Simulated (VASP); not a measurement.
# Si (P6_3/mmc) in VASP: further runs

Si is run at these levels: LDA, PBEsol, PBE; tasks: single point.

All numbers are computed with VASP 6.6.1; they aren't measurements. Logs are shortened: lines on timing, memory, paths and dates and some standing lists are left out, and cuts for length are marked.

### 1 The cell of the first run

It takes space group P6_3/mmc (No. 194, hexagonal). The conventional cell has a = 3.832 Å, b = 3.832 Å, c = 6.341 Å, α = 90.00°, β = 90.00°, γ = 120.00°. Si (site symmetry 3m) has 4 Si at 2.35 to 2.37 Å within 3.1 Å.

This isn't the form of Si at room conditions, which is diamond.

### 2 Single point, LDA

INCAR reads:

```
  PREC = Accurate
  ENCUT = 520
  EDIFF = 1E-6
  ISMEAR = 0
  SIGMA = 0.01
  LREAL = F
  LASPH = T
  NELM = 100
  ALGO = Normal
  ISIF = 2
  LWAVE = F
  LCHARG = T
  LELF = T
  LVHAR = T
  NBANDS = 16
```

KPOINTS reads:

```
regular mesh
0
Gamma
  12 12 4
```

POSCAR reads:

```
Si
1.0
    3.8321296558      0.0000000000      0.0000000000
   -1.9160648279      3.3187216325      0.0000000000
    0.0000000000      0.0000000000      6.3412164343
Si
4
Direct
    0.3333333333      0.6666666667      0.0005609359
    0.6666666667      0.3333333333      0.5005609359
    0.3333333333      0.6666666667      0.3744390641
    0.6666666667      0.3333333333      0.8744390641
```

Potentials or basis: VASP PAW LDA potentials, release 64 (Si).

On the command line:

```
$ cat potpaw_LDA.64/Si/POTCAR > POTCAR
$ mpirun -np 1 vasp_std > vasp.out
```

OUTCAR:

```text
PREC = Accurate
   ENCUT = 520
   EDIFF = 1E-6
   ISMEAR = 0
   LREAL = F
   LASPH = T
   NELM = 100
   ISIF = 2

 ion  position               nearest neighbor table
   1  0.333  0.667  0.001-   4 2.35   4 2.35   4 2.35   3 2.37
   2  0.667  0.333  0.501-   3 2.35   3 2.35   3 2.35   4 2.37
   3  0.333  0.667  0.374-   2 2.35   2 2.35   2 2.35   1 2.37
   4  0.667  0.333  0.874-   1 2.35   1 2.35   1 2.35   2 2.37

  LATTYP: Found a hexagonal cell.
 ALAT       =     3.8321296558
 C/A-ratio  =     1.6547499703

  Lattice vectors:

 A1 = (   3.8321296558,   0.0000000000,   0.0000000000)
 A2 = (  -1.9160648279,   3.3187216325,   0.0000000000)
 A3 = (   0.0000000000,   0.0000000000,   6.3412164343)

Analysis of symmetry for initial positions (statically):
=====================================================================
 Subroutine PRICEL returns:
 Original cell was already a primitive cell.

 Routine SETGRP: Setting up the symmetry group for a
 hexagonal supercell.

 Subroutine GETGRP returns: Found 24 space group operations
 (whereof  6 operations were pure point group operations)
 out of a pool of 24 trial point group operations.

The static configuration has the point symmetry C_3v.
 The point group associated with its full space group is D_6h.

Analysis of symmetry for dynamics (positions and initial velocities):
=====================================================================
 Subroutine PRICEL returns:
 Original cell was already a primitive cell.

 Routine SETGRP: Setting up the symmetry group for a
 hexagonal supercell.

 Subroutine GETGRP returns: Found 24 space group operations
 (whereof  6 operations were pure point group operations)
 out of a pool of 24 trial point group operations.

The dynamic configuration has the point symmetry C_3v.
 The point group associated with its full space group is D_6h.

 Subroutine INISYM returns: Found 24 space group operations
 (whereof  6 operations are pure point group operations),
 and found     1 'primitive' translations

----------------------------------------------------------------------------------------

                                     Primitive cell

  volume of cell :      80.6461

  direct lattice vectors                    reciprocal lattice vectors
     3.832129656  0.000000000  0.000000000     0.260951505  0.150660422  0.000000000
    -1.916064828  3.318721632  0.000000000     0.000000000  0.301320843  0.000000000
     0.000000000  0.000000000  6.341216434     0.000000000  0.000000000  0.157698450

  length of vectors
     3.832129656  3.832129656  6.341216434     0.301320843  0.301320843  0.157698450

  position of ions in fractional coordinates (direct lattice)
     0.333333333  0.666666667  0.000560936
     0.666666667  0.333333333  0.500560936
     0.333333333  0.666666667  0.374439064
     0.666666667  0.333333333  0.874439064

  ion indices of the primitive-cell ions
   primitive index   ion index
                 1           1
                 2           2
                 3           3
                 4           4

----------------------------------------------------------------------------------------

 KPOINTS: regular mesh

Automatic generation of k-mesh.
 Grid dimensions read from file:
 generate k-points for:   12   12    4

 Generating k-lattice:

  Cartesian coordinates                     Fractional coordinates (reciprocal lattice)
     0.021745959  0.012555035  0.000000000     0.083333333 -0.000000000  0.000000000
     0.000000000  0.025110070  0.000000000     0.000000000  0.083333333  0.000000000
     0.000000000  0.000000000  0.039424612     0.000000000  0.000000000  0.250000000

  Length of vectors
     0.025110070  0.025110070  0.039424612

  Shift w.r.t. Gamma in fractional coordinates (k-lattice)
     0.000000000  0.000000000  0.000000000

 Subroutine IBZKPT returns following result:
 ===========================================

 Found     57 irreducible k-points:

 Following reciprocal coordinates:
            Coordinates               Weight
  0.000000  0.000000  0.000000      1.000000
  0.083333  0.000000  0.000000      6.000000
  0.166667 -0.000000  0.000000      6.000000
  0.250000 -0.000000  0.000000      6.000000
  0.333333 -0.000000  0.000000      6.000000
  0.416667 -0.000000  0.000000      6.000000
[... 16 lines left out ...]
  0.250000 -0.000000  0.250000     12.000000
  0.333333 -0.000000  0.250000     12.000000
 [... further k-points ...]
   k-points           NKPTS =     57   k-points in BZ     NKDIM =     57   number of bands    NBANDS=     16
   number of dos      NEDOS =    301   number of ions     NIONS =      4
   total plane-waves  NPLWV =  43200
   dimension x,y,z NGX =    30 NGY =   30 NGZ =   48
   dimension x,y,z NGXF=    60 NGYF=   60 NGZF=   96
   ions per type =               4
   NGX,Y,Z   is equivalent  to a cutoff of  13.01, 13.01, 12.58 a.u.
   NGXF,Y,Z  is equivalent  to a cutoff of  26.03, 26.03, 25.17 a.u.
 SYSTEM =  unknown system
   PREC   = accura    normal or accurate (medium, high low for compatibility)
   ISTART =      0    job   : 0-new  1-cont  2-samecut
   ICHARG =      2    charge: 1-file 2-atom 10-const
   ISPIN  =      1    spin polarized calculation?
   LNONCOLLINEAR =      F non collinear calculations
   LSORBIT =      F    spin-orbit coupling
   LASPH  =      T    aspherical Exc in radial PAW
   ENCUT  =  520.0 eV  38.22 Ry    6.18 a.u.   7.13  7.13 11.79*2*pi/ulx,y,z
   NELM   =    100;   NELMIN=  2; NELMDL= -5     # of ELM steps
   EDIFF  = 0.1E-05   stopping-criterion for ELM
   LREAL  =      F    real-space projection
   EDIFFG = 0.1E-04   stopping-criterion for IOM
   NSW    =      0    number of steps for IOM
[... 5 lines left out ...]
   TEBEG  =    0.0;   TEEND  =   0.0 temperature during run
   PSTRESS=    0.0 pullay stress
   NELECT =      16.0000    total number of electrons
   NUPDOWN=      -1.0000    fix difference up-down
   EMIN   =  10.00;   EMAX   =-10.00  energy-range for DOS
   EFERMI =   0.00;   METHOD = LEGACY
   ISMEAR =     0;   SIGMA  =   0.01  broadening in eV -4-tet -1-fermi 0-gaus
   EFERMI_NEDOS =   21; number of points for ismear=-14 and -15
   IALGO  =     38    algorithm
   IMIX   =      4    mixing-type and parameters
     AMIX     =   0.40;   BMIX     =  1.00
     AMIX_MAG =   1.60;   BMIX_MAG =  1.00
  volume/ion in A,a.u.               =      20.16       136.06
  Fermi-wavevector in a.u.,A,eV,Ry     =   0.954817  1.804343 12.404107  0.911676
  Thomas-Fermi vector in A             =   2.083599
   LORBIT       =      0    0 simple, 1 ext, 2 COOP (PROOUT), +10 PAW based schemes
   GGA     = CA    functional components
   LHFCALC =     F    Hartree Fock is set to
   AEXX    =    0.0000 exact exchange contribution
   IVDW    =     0    specifies the selected vdW correction
   LEPSILON=     F    determine dielectric tensor
   LRPA    =     F    only Hartree local field effects (RPA)
 non-spin polarized calculation
 Gauss-broadening in eV      SIGMA  =   0.01
  energy-cutoff  :      520.00
  volume of cell :       80.65
 maximum number of plane-waves:      2208
 NGX is ok and might be reduce to    30
   NGX = 15   NGY = 15   NGZ = 23

 number of electron      16.0000000 magnetization

 Free energy of the ion-electron system (eV)
  ---------------------------------------------------
  ext. energy  EPLUGINS =         0.00000000
  ---------------------------------------------------
  free energy    TOTEN  =       -23.78897000 eV

  energy without entropy =      -23.78897000  energy(sigma->0) =      -23.78897000

 E-fermi :   6.0250     XC(G=0):  -9.5756

 val. band max:        5.9516906152   @ k =   0.0000   0.0000   0.0000
 cond. band min:       6.2720228848   @ k =   0.5000  -0.0000   0.0000
 fundamental gap:      0.3203322696
 Fermi energy:         6.0249700469

 k-point     1 :       0.0000    0.0000    0.0000
  band No.  band energies     occupation
      1      -6.2258      2.00000
      2      -3.9472      2.00000
      3      -1.2778      2.00000
      4       4.4454      2.00000
      5       4.4454      2.00000
      6       5.5942      2.00000
[... 8 lines left out ...]
     15      10.0843      0.00000
     16      11.8659      0.00000

 k-point     2 :       0.0833    0.0000    0.0000
  band No.  band energies     occupation
      1      -6.1449      2.00000
      2      -3.8649      2.00000
      3      -1.2335      2.00000
      4       3.7443      2.00000
      5       4.2747      2.00000
      6       5.3197      2.00000
[... 8 lines left out ...]
     15      10.3936      0.00000
     16      11.3353      0.00000

 k-point     3 :       0.1667   -0.0000    0.0000
  band No.  band energies     occupation
      1      -5.9045      2.00000
      2      -3.6195      2.00000
      3      -1.1277      2.00000
      4       2.5523      2.00000
      5       3.8970      2.00000
      6       4.0885      2.00000
[... 8 lines left out ...]
     15      11.2079      0.00000
     16      11.5356      0.00000

 k-point     4 :       0.2500   -0.0000    0.0000
  band No.  band energies     occupation
      1      -5.5119      2.00000
      2      -3.2175      2.00000
      3      -1.0845      2.00000
      4       1.5163      2.00000
      5       2.7795      2.00000
      6       3.4999      2.00000
[... 8 lines left out ...]
     15      11.9736      0.00000
     16      12.3467      0.00000

 k-point     5 :       0.3333   -0.0000    0.0000
  band No.  band energies     occupation
      1      -4.9872      2.00000
      2      -2.6757      2.00000
      3      -1.3955      2.00000
      4       1.0320      2.00000
      5       1.5481      2.00000
      6       3.1796      2.00000
[... 8 lines left out ...]
     15      12.8277      0.00000
     16      13.0209      0.00000

 k-point     6 :       0.4167   -0.0000    0.0000
  band No.  band energies     occupation
      1      -4.3952      2.00000
      2      -2.0611      2.00000
      3      -2.0546      2.00000
      4       0.5009      2.00000
      5       1.1254      2.00000
      6       2.9767      2.00000
[... 8 lines left out ...]
     15      12.3488      0.00000
     16      13.7654      0.00000

 k-point     7 :       0.5000   -0.0000    0.0000
  band No.  band energies     occupation
      1      -4.0387      2.00000
      2      -2.4801      2.00000
      3      -1.6697      2.00000
      4      -0.0279      2.00000
      5       1.2788      2.00000
      6       2.9076      2.00000
[... 8 lines left out ...]
     15      12.3297      0.00000
     16      13.9460      0.00000

 k-point     8 :       0.0833    0.0833    0.0000
  band No.  band energies     occupation
      1      -5.9842      2.00000
      2      -3.7010      2.00000
      3      -1.1575      2.00000
      4       2.9231      2.00000
      5       3.8894      2.00000
      6       4.4768      2.00000
[... 8 lines left out ...]
     15      10.8361      0.00000
     16      11.3941      0.00000

 k-point     9 :       0.1667    0.0833    0.0000
  band No.  band energies     occupation
      1      -5.6673      2.00000
      2      -3.3768      2.00000
      3      -1.0729      2.00000
      4       1.9331      2.00000
      5       3.3183      2.00000
      6       3.3475      2.00000
[... 8 lines left out ...]
     15      11.0049      0.00000
     16      11.6295      0.00000
[... 172 lines left out ...]
 k-point    19 :       0.3333    0.3333    0.0000
  band No.  band energies     occupation
      1      -3.0736      2.00000
      2      -3.0736      2.00000
      3      -0.6283      2.00000
      4      -0.6283      2.00000
      5       0.7455      2.00000
      6       2.3659      2.00000
[... 8 lines left out ...]
     15      11.7225      0.00000
     16      11.7225      0.00000

 k-point    20 :       0.0000    0.0000    0.2500
  band No.  band energies     occupation
      1      -6.0252      2.00000
      2      -4.5660      2.00000
      3      -0.2818      2.00000
      4       3.9892      2.00000
      5       4.5996      2.00000
      6       4.5996      2.00000
[... 8 lines left out ...]
     15      10.2391      0.00000
     16      12.4537      0.00000

 k-point    21 :       0.0833    0.0000    0.2500
  band No.  band energies     occupation
      1      -5.9445      2.00000
      2      -4.4857      2.00000
      3      -0.2431      2.00000
      4       3.8750      2.00000
      5       3.9340      2.00000
      6       4.4312      2.00000
[... 8 lines left out ...]
     15      10.3811      0.00000
     16      12.1340      0.00000

 k-point    22 :       0.1667   -0.0000    0.2500
  band No.  band energies     occupation
      1      -5.7047      2.00000
      2      -4.2473      2.00000
      3      -0.1667      2.00000
      4       2.7685      2.00000
      5       3.2650      2.00000
      6       4.0573      2.00000
[... 8 lines left out ...]
     15      11.1127      0.00000
     16      11.8078      0.00000

 k-point    23 :       0.2500   -0.0000    0.2500
  band No.  band energies     occupation
      1      -5.3136      2.00000
      2      -3.8607      2.00000
      3      -0.2450      2.00000
      4       1.8601      2.00000
      5       2.1401      2.00000
      6       3.6628      2.00000
[... 8 lines left out ...]
     15      11.8047      0.00000
     16      12.1297      0.00000

 k-point    24 :       0.3333   -0.0000    0.2500
  band No.  band energies     occupation
      1      -4.7918      2.00000
      2      -3.3555      2.00000
      3      -0.7921      2.00000
      4       0.9596      2.00000
      5       1.6503      2.00000
      6       3.3442      2.00000
[... 8 lines left out ...]
     15      12.8619      0.00000
     16      13.1564      0.00000

 [... further k-points ...]

------------------------ aborting loop because EDIFF is reached ----------------------------------------

  FORCE on cell =-STRESS in cart. coord.  units (eV):
  Direction    XX          YY          ZZ          XY          YZ          ZX
  --------------------------------------------------------------------------------------
  -------------------------------------------------------------------------------------
  Total       -1.0708302     -1.0708302     -1.1293986      0.0000000     -0.0000000      0.0000000
  in kB      -21.2739238    -21.2739238    -22.4374870      0.0000000     -0.0000000      0.0000000
  external PRESSURE =     -21.6617782 kB  Pullay stress =       0.0000000 kB

 VOLUME and BASIS-vectors are now :
 -----------------------------------------------------------------------------
  energy-cutoff  :      520.00
  volume of cell :       80.65
      direct lattice vectors                 reciprocal lattice vectors
     3.832129656  0.000000000  0.000000000     0.260951505  0.150660422  0.000000000
    -1.916064828  3.318721632  0.000000000     0.000000000  0.301320843  0.000000000
     0.000000000  0.000000000  6.341216434     0.000000000  0.000000000  0.157698450

 POSITION                                       TOTAL-FORCE (eV/Angst)
 -----------------------------------------------------------------------------------
     -0.00000      2.21248      0.00356        -0.000000      0.000000     -0.011191
      1.91606      1.10624      3.17417         0.000000     -0.000000     -0.011191
     -0.00000      2.21248      2.37440        -0.000000      0.000000      0.011191
      1.91606      1.10624      5.54501         0.000000     -0.000000      0.011191
 -----------------------------------------------------------------------------------
    total drift:                               -0.000000      0.000000     -0.000000

  FREE ENERGIE OF THE ION-ELECTRON SYSTEM (eV)
  ---------------------------------------------------
  free  energy   TOTEN  =       -23.7889699959 eV

  energy  without entropy=      -23.7889699959  energy(sigma->0) =      -23.78897000
```

Wall time 32 s (1 thread of AMD EPYC 9R45 (Zen 5), shared host); peak memory 0.16 GiB.

Results:

```
Free energy            : -23.7890 eV
Pressure               : -2.2 GPa
Largest force          : 0.011 eV/Å
Band gap on the k mesh : 0.32 eV (least direct gap 0.93 eV)
```

Forces in eV/Å, atoms in the order of the input:
```
Si   0.000  0.000 -0.011
Si   0.000  0.000 -0.011
Si   0.000  0.000  0.011
Si   0.000  0.000  0.011
```

### 3 Single point, PBEsol

This run uses another cell than the first one, of 20.03 Å³/atom.

INCAR reads:

```
PREC = Accurate ; ENCUT = 520
EDIFF = 1E-6 ; ISMEAR = -1
SIGMA = 0.02 ; LREAL = F
LASPH = T ; NELM = 80
ALGO = Normal ; ISIF = 2
LWAVE = F ; LCHARG = F
GGA = PS ; NBANDS = 16
```

KPOINTS reads:

```
Automatic mesh
0
Gamma
  12 12 4
```

POSCAR reads:

```
Si
1.0
    3.8249232268      0.0000000000      0.0000000000
   -1.9124616134      3.3124806819      0.0000000000
    0.0000000000      0.0000000000      6.3234950769
Si
4
Direct
    0.3333333333      0.6666666667      0.0004883870
    0.6666666667      0.3333333333      0.5004883870
    0.3333333333      0.6666666667      0.3745116130
    0.6666666667      0.3333333333      0.8745116130
```

Potentials or basis: VASP PAW PBE potentials, release 64 (Si).

On the command line:

```
$ cat potpaw_PBE.64/Si/POTCAR > POTCAR
$ mpirun -np 1 vasp_std > vasp.out
```

Wall time 31 s (1 thread of AMD EPYC 9R45 (Zen 5), shared host); peak memory 0.17 GiB.

The run converged. Its results:

```yaml
Free_energy: -22.9500 eV
Pressure: 0.1 GPa
Band_gap_on_the_k_mesh: 0.29 eV (least direct gap 0.97 eV)
```

Levels at points of the mesh, in eV from the valence-band top:
```tsv
k point	band 6	band 7	band 8	band 9	band 10	band 11
(0.00, 0.00, 0.00)	-0.36	0.00	0.00	0.97	1.94	1.94
(0.50, 0.00, 0.00)	-3.09	-3.06	-1.45	0.29	2.27	2.88
(0.00, 0.00, 0.50)	-0.94	-0.94	-0.94	1.75	1.75	2.92
(0.50, 0.00, 0.50)	-2.48	-2.45	-2.45	0.81	0.81	1.56
```

Caveat: the PAW data sets were made with another functional, which shifts forces and pressure a little. A k mesh can miss the band edges.

[end of part 1 of 2]
